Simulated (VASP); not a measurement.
A run of VASP 6.6.1 is set up as follows.

INCAR

```
PREC = Accurate ; ENCUT = 520
EDIFF = 1E-7 ; ISMEAR = 0
SIGMA = 0.05 ; LREAL = False
LASPH = True ; NELM = 100
ALGO = Normal ; ISIF = 2
LWAVE = False ; LCHARG = False
LDIPOL = True ; IDIPOL = 3
DIPOL = 0.5 0.5 0.500 ; GGA = PE
IVDW = 12 ; NBANDS = 36
ISYM = 0
```

File KPOINTS:

```
regular mesh
0
Gamma
  11 8 1
```

The input POSCAR:

```
BN
1.0
    2.5076849336      0.0000000000      0.0000000000
   -1.2538424668      3.3394821526      0.0000000000
    0.0000000000      0.0000000000     26.5663209070
B N
6 6
Direct
    0.5000000000      0.0000000000      0.2821210027
    0.0000000000      0.0000000000      0.3642098643
    0.5000000000      0.0000000000      0.4459209587
    0.0000000000      0.0000000000      0.5276918329
    0.5000000000      0.0000000000      0.6095667940
    0.0000000000      0.0000000000      0.6927450562
    0.0000000000      0.0000000000      0.3084333208
    0.5000000000      0.0000000000      0.3906901983
    0.0000000000      0.0000000000      0.4724814495
    0.5000000000      0.0000000000      0.5542229581
    0.0000000000      0.0000000000      0.6357251493
    0.5000000000      0.0000000000      0.7161914152
```

Potentials or basis: VASP PAW PBE potentials, release 64 (B, N).

Run with:

```sh
$ cat potpaw_PBE.64/B/POTCAR potpaw_PBE.64/N/POTCAR > POTCAR
$ mpirun -np 1 vasp_std > vasp.out
```

(1) What does it give for the band gap on the k mesh?

(2) Predict the dispersion energy per atom.

(3) Estimate the largest force.

Results:

(1) zero (bands 24 and 25 overlap by 0.45 eV).

(2) -0.125 eV.

(3) 0.028 eV/Å.
